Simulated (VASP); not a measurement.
# AgCl in VASP: further runs

AgCl is run at these levels: r2SCAN; tasks: single point.

All numbers are computed with VASP 6.6.1; they aren't measurements. Logs are shortened: lines on timing, memory, paths and dates and some standing lists are left out, and cuts for length are marked.

**1. The cell of the first run**

It takes space group I-4m2 (No. 119, tetragonal). Conventional cell: a = 4.233 Å, b = 4.233 Å, c = 6.136 Å, α = 90.00°, β = 90.00°, γ = 90.00°. Within 3.4 Å of Ag (site symmetry -4m2) lie 4 Cl at 2.61 Å. Within 3.4 Å of Cl (site symmetry -4m2) lie 4 Ag at 2.61 Å.

**2. Single point, r2SCAN (uniaxial x strain +2.5%)**

The input, POSCAR:

```
AgCl
1.0
    0.0000000000      2.9932651224      2.9932651224
    3.0680967505      0.0000000000      2.9932651224
    3.0680967505      2.9932651224      0.0000000000
Ag Cl
1 1
Direct
    0.0000000000      0.0000000000      0.0000000000
    0.2500000000      0.2500000000      0.2500000000
```

The input, INCAR.step1:

```
PREC = Accurate ; ENCUT = 520
ISMEAR = 0 ; SIGMA = 0.01
LREAL = F ; LASPH = T
NELM = 80 ; NBANDS = 16
GGA = PE ; ALGO = Normal
EDIFF = 1E-4 ; LWAVE = T
LCHARG = F
```

The input, INCAR.step2:

```
PREC = Accurate ; ENCUT = 520
EDIFF = 1E-6 ; ISMEAR = 0
SIGMA = 0.01 ; LREAL = F
LASPH = T ; NELM = 80
ALGO = Normal ; ISIF = 2
LWAVE = F ; LCHARG = T
METAGGA = R2SCAN ; LMIXTAU = T
LELF = T ; LVHAR = T
NBANDS = 16 ; ISTART = 1
```

The input, KPOINTS:

```
Automatic mesh
0
Gamma
  8 8 8
```

Potentials or basis: VASP PAW PBE potentials, release 64 (Ag, Cl).

The run is started by

```bash
> cat potpaw_PBE.64/Ag/POTCAR potpaw_PBE.64/Cl/POTCAR > POTCAR
> cp INCAR.step1 INCAR
> mpirun -np 1 vasp_std > vasp.out
> cp INCAR.step2 INCAR
> mpirun -np 1 vasp_std > vasp.out
```

OUTCAR:

```text
PREC = Accurate
   ENCUT = 520
   EDIFF = 1E-6
   ISMEAR = 0
   LREAL = F
   LASPH = T
   NELM = 80
   ISIF = 2
   METAGGA = R2SCAN
   ISTART = 1

 ion  position               nearest neighbor table
   1  0.000  0.000  0.000-   2 2.61   2 2.61   2 2.61   2 2.61
   2  0.250  0.250  0.250-   1 2.61   1 2.61   1 2.61   1 2.61

  LATTYP: Found a body centered tetragonal cell.
 ALAT       =     4.2331161319
 C/A-ratio  =     1.4495689015

  Lattice vectors:

 A1 = (   3.0680967505,   0.0000000000,   2.9932651224)
 A2 = (   3.0680967505,   0.0000000000,  -2.9932651224)
 A3 = (  -3.0680967505,   2.9932651224,   0.0000000000)

Analysis of symmetry for initial positions (statically):
=====================================================================
 Subroutine PRICEL returns:
 Original cell was already a primitive cell.

 Routine SETGRP: Setting up the symmetry group for a
 body centered tetragonal supercell.

 Subroutine GETGRP returns: Found  8 space group operations
 (whereof  8 operations were pure point group operations)
 out of a pool of 16 trial point group operations.

The static configuration has the point symmetry D_2d.

Analysis of symmetry for dynamics (positions and initial velocities):
=====================================================================
 Subroutine PRICEL returns:
 Original cell was already a primitive cell.

 Routine SETGRP: Setting up the symmetry group for a
 body centered tetragonal supercell.

 Subroutine GETGRP returns: Found  8 space group operations
 (whereof  8 operations were pure point group operations)
 out of a pool of 16 trial point group operations.

The dynamic configuration has the point symmetry D_2d.

 Subroutine INISYM returns: Found  8 space group operations
 (whereof  8 operations are pure point group operations),
 and found     1 'primitive' translations

----------------------------------------------------------------------------------------

                                     Primitive cell

  volume of cell :      54.9781

  direct lattice vectors                    reciprocal lattice vectors
     0.000000000  2.993265122  2.993265122    -0.162967481  0.167041668  0.167041668
     3.068096751  0.000000000  2.993265122     0.162967481 -0.167041668  0.167041668
     3.068096751  2.993265122  0.000000000     0.162967481  0.167041668 -0.167041668

  length of vectors
     4.233116132  4.286356700  4.286356700     0.286991704  0.286991704  0.286991704

  position of ions in fractional coordinates (direct lattice)
     0.000000000  0.000000000  0.000000000
     0.250000000  0.250000000  0.250000000

  ion indices of the primitive-cell ions
   primitive index   ion index
                 1           1
                 2           2

----------------------------------------------------------------------------------------

 KPOINTS: Automatic mesh

Automatic generation of k-mesh.
 Grid dimensions read from file:
 generate k-points for:    8    8    8

 Generating k-lattice:

  Cartesian coordinates                     Fractional coordinates (reciprocal lattice)
    -0.020370935  0.020880209  0.020880209     0.125000000  0.000000000  0.000000000
     0.020370935 -0.020880209  0.020880209     0.000000000  0.125000000  0.000000000
     0.020370935  0.020880209 -0.020880209     0.000000000  0.000000000  0.125000000

  Length of vectors
     0.035873963  0.035873963  0.035873963

  Shift w.r.t. Gamma in fractional coordinates (k-lattice)
     0.000000000  0.000000000  0.000000000

 Subroutine IBZKPT returns following result:
 ===========================================

 Found     59 irreducible k-points:

 Following reciprocal coordinates:
            Coordinates               Weight
  0.000000  0.000000  0.000000      1.000000
  0.125000  0.000000  0.000000      8.000000
  0.250000  0.000000  0.000000      8.000000
  0.375000 -0.000000 -0.000000      8.000000
  0.500000  0.000000  0.000000      4.000000
  0.125000  0.125000  0.000000      4.000000
[... 16 lines left out ...]
  0.250000  0.125000  0.125000      4.000000
  0.375000  0.125000  0.125000      8.000000
 [... further k-points ...]
   k-points           NKPTS =     59   k-points in BZ     NKDIM =     59   number of bands    NBANDS=     16
   number of dos      NEDOS =    301   number of ions     NIONS =      2
   total plane-waves  NPLWV =  32768
   dimension x,y,z NGX =    32 NGY =   32 NGZ =   32
   dimension x,y,z NGXF=    64 NGYF=   64 NGZF=   64
   ions per type =               1   1
   NGX,Y,Z   is equivalent  to a cutoff of  12.57, 12.41, 12.41 a.u.
   NGXF,Y,Z  is equivalent  to a cutoff of  25.13, 24.82, 24.82 a.u.
 SYSTEM =  unknown system
   PREC   = accura    normal or accurate (medium, high low for compatibility)
   ISTART =      1    job   : 0-new  1-cont  2-samecut
   ICHARG =      0    charge: 1-file 2-atom 10-const
   ISPIN  =      1    spin polarized calculation?
   LNONCOLLINEAR =      F non collinear calculations
   LSORBIT =      F    spin-orbit coupling
   LASPH  =      T    aspherical Exc in radial PAW
   ENCUT  =  520.0 eV  38.22 Ry    6.18 a.u.   7.87  7.97  7.97*2*pi/ulx,y,z
   NELM   =     80;   NELMIN=  2; NELMDL=  0     # of ELM steps
   EDIFF  = 0.1E-05   stopping-criterion for ELM
   LREAL  =      F    real-space projection
[... 7 lines left out ...]
   TEBEG  =    0.0;   TEEND  =   0.0 temperature during run
   PSTRESS=    0.0 pullay stress
   NELECT =      18.0000    total number of electrons
   NUPDOWN=      -1.0000    fix difference up-down
   EMIN   =  10.00;   EMAX   =-10.00  energy-range for DOS
   EFERMI =   0.00;   METHOD = LEGACY
   ISMEAR =     0;   SIGMA  =   0.01  broadening in eV -4-tet -1-fermi 0-gaus
   EFERMI_NEDOS =   21; number of points for ismear=-14 and -15
   IALGO  =     38    algorithm
   IMIX   =      4    mixing-type and parameters
     AMIX     =   0.40;   BMIX     =  1.00
     AMIX_MAG =   1.60;   BMIX_MAG =  1.00
  volume/ion in A,a.u.               =      27.49       185.51
  Fermi-wavevector in a.u.,A,eV,Ry     =   1.128329  2.132233 17.321944  1.273127
  Thomas-Fermi vector in A             =   2.265019
   LORBIT       =      0    0 simple, 1 ext, 2 COOP (PROOUT), +10 PAW based schemes
   METAGGA = R2SCAN    functional components
   LHFCALC =     F    Hartree Fock is set to
   AEXX    =    0.0000 exact exchange contribution
   IVDW    =     0    specifies the selected vdW correction
   LEPSILON=     F    determine dielectric tensor
   LRPA    =     F    only Hartree local field effects (RPA)
 non-spin polarized calculation
 Gauss-broadening in eV      SIGMA  =   0.01
  energy-cutoff  :      520.00
  volume of cell :       54.98
 maximum number of plane-waves:      1492
   NGX = 15   NGY = 15   NGZ = 15

 number of electron      17.9999994 magnetization

 Free energy of the ion-electron system (eV)
  ---------------------------------------------------
  ext. energy  EPLUGINS =         0.00000000
  ---------------------------------------------------
  free energy    TOTEN  =       -28.54019715 eV

  energy without entropy =      -28.54019715  energy(sigma->0) =      -28.54019715

 E-fermi :   1.3242     XC(G=0):  -8.9805

 val. band max:        1.2283017143   @ k =   0.0000   0.0000   0.0000
 cond. band min:       2.8485557467   @ k =   0.0000   0.0000   0.0000
 fundamental gap:      1.6202540324
 Fermi energy:         1.3241764435

 k-point     1 :       0.0000    0.0000    0.0000
  band No.  band energies     occupation
      1     -14.1680      2.00000
      2      -2.8587      2.00000
      3      -2.8345      2.00000
      4      -2.8345      2.00000
      5      -0.8382      2.00000
      6      -0.8156      2.00000
[... 8 lines left out ...]
     15      14.3237      0.00000
     16      14.5367      0.00000

 k-point     2 :       0.1250    0.0000    0.0000
  band No.  band energies     occupation
      1     -14.1441      2.00000
      2      -2.8825      2.00000
      3      -2.8202      2.00000
      4      -2.8029      2.00000
      5      -0.8406      2.00000
      6      -0.8212      2.00000
[... 8 lines left out ...]
     15      13.8918      0.00000
     16      14.6280      0.00000

 k-point     3 :       0.2500    0.0000    0.0000
  band No.  band energies     occupation
      1     -14.0860      2.00000
      2      -2.9331      2.00000
      3      -2.7572      2.00000
      4      -2.7275      2.00000
      5      -0.8303      2.00000
      6      -0.8207      2.00000
[... 8 lines left out ...]
     15      13.5597      0.00000
     16      13.8671      0.00000

 k-point     4 :       0.3750   -0.0000   -0.0000
  band No.  band energies     occupation
      1     -14.0271      2.00000
      2      -2.9222      2.00000
      3      -2.6975      2.00000
      4      -2.6545      2.00000
      5      -0.7926      2.00000
      6      -0.7892      2.00000
[... 8 lines left out ...]
     15      14.2293      0.00000
     16      14.2599      0.00000

 k-point     5 :       0.5000    0.0000    0.0000
  band No.  band energies     occupation
      1     -14.0025      2.00000
      2      -2.8924      2.00000
      3      -2.6749      2.00000
      4      -2.6254      2.00000
      5      -0.7694      2.00000
      6      -0.7601      2.00000
[... 8 lines left out ...]
     15      15.1614      0.00000
     16      15.2609      0.00000

 k-point     6 :       0.1250    0.1250    0.0000
  band No.  band energies     occupation
      1     -14.1358      2.00000
      2      -2.9101      2.00000
      3      -2.8118      2.00000
      4      -2.7767      2.00000
      5      -0.8556      2.00000
      6      -0.8103      2.00000
[... 8 lines left out ...]
     15      14.3352      0.00000
     16      15.5695      0.00000
[... 267 lines left out ...]
 k-point    21 :       0.5000    0.5000    0.0000
  band No.  band energies     occupation
      1     -13.9467      2.00000
      2      -3.1506      2.00000
      3      -2.3854      2.00000
      4      -2.3167      2.00000
      5      -0.7696      2.00000
      6      -0.6875      2.00000
[... 8 lines left out ...]
     15      14.7058      0.00000
     16      15.6949      0.00000

 k-point    22 :       0.0000    0.1250    0.1250
  band No.  band energies     occupation
      1     -14.1372      2.00000
      2      -2.9299      2.00000
      3      -2.7776      2.00000
      4      -2.7776      2.00000
      5      -0.8729      2.00000
      6      -0.7968      2.00000
[... 8 lines left out ...]
     15      14.5725      0.00000
     16      15.4466      0.00000

 k-point    23 :       0.2500    0.1250    0.1250
  band No.  band energies     occupation
      1     -14.1081      2.00000
      2      -2.9246      2.00000
      3      -2.7745      2.00000
      4      -2.7640      2.00000
      5      -0.8509      2.00000
      6      -0.8108      2.00000
[... 8 lines left out ...]
     15      13.7528      0.00000
     16      15.2943      0.00000

 k-point    24 :       0.3750    0.1250    0.1250
  band No.  band energies     occupation
      1     -14.0497      2.00000
      2      -2.9283      2.00000
      3      -2.7242      2.00000
      4      -2.6849      2.00000
      5      -0.8546      2.00000
      6      -0.7725      2.00000
[... 8 lines left out ...]
     15      14.1952      0.00000
     16      14.7799      0.00000

 [... further k-points ...]

------------------------ aborting loop because EDIFF is reached ----------------------------------------

  FORCE on cell =-STRESS in cart. coord.  units (eV):
  Direction    XX          YY          ZZ          XY          YZ          ZX
  --------------------------------------------------------------------------------------
  -------------------------------------------------------------------------------------
  Total       -0.3135310     -0.2959007     -0.2959007      0.0000000      0.0000000     -0.0000000
  in kB       -9.1369584     -8.6231754     -8.6231754      0.0000000      0.0000000     -0.0000000
  external PRESSURE =      -8.7944364 kB  Pullay stress =       0.0000000 kB

 VOLUME and BASIS-vectors are now :
 -----------------------------------------------------------------------------
  energy-cutoff  :      520.00
  volume of cell :       54.98
      direct lattice vectors                 reciprocal lattice vectors
     0.000000000  2.993265122  2.993265122    -0.162967481  0.167041668  0.167041668
     3.068096751  0.000000000  2.993265122     0.162967481 -0.167041668  0.167041668
     3.068096751  2.993265122  0.000000000     0.162967481  0.167041668 -0.167041668

 POSITION                                       TOTAL-FORCE (eV/Angst)
 -----------------------------------------------------------------------------------
      0.00000      0.00000      0.00000         0.000000     -0.000000     -0.000000
      1.53405      1.49663      1.49663         0.000000      0.000000      0.000000
 -----------------------------------------------------------------------------------
    total drift:                                0.000007      0.000006      0.000006

  FREE ENERGIE OF THE ION-ELECTRON SYSTEM (eV)
  ---------------------------------------------------
  free  energy   TOTEN  =       -28.5401971526 eV

  energy  without entropy=      -28.5401971526  energy(sigma->0) =      -28.54019715
```

Run time: 72 s. Hardware: 1 thread of AMD EPYC 9R45 (Zen 5), shared host; peak memory 0.19 GiB.

Results:

| Item | Value |
| --- | --- |
| Free energy | -28.5402 eV |
| Pressure | -0.9 GPa |
| Band gap on the k mesh | 1.62 eV |

Caveat: the cell differs from its parent crystal (uniaxial x strain +2.5%); the PAW data sets were made with another functional, which shifts forces and pressure a little. A k mesh can miss the band edges.

(Continued in part 2 of 2.)
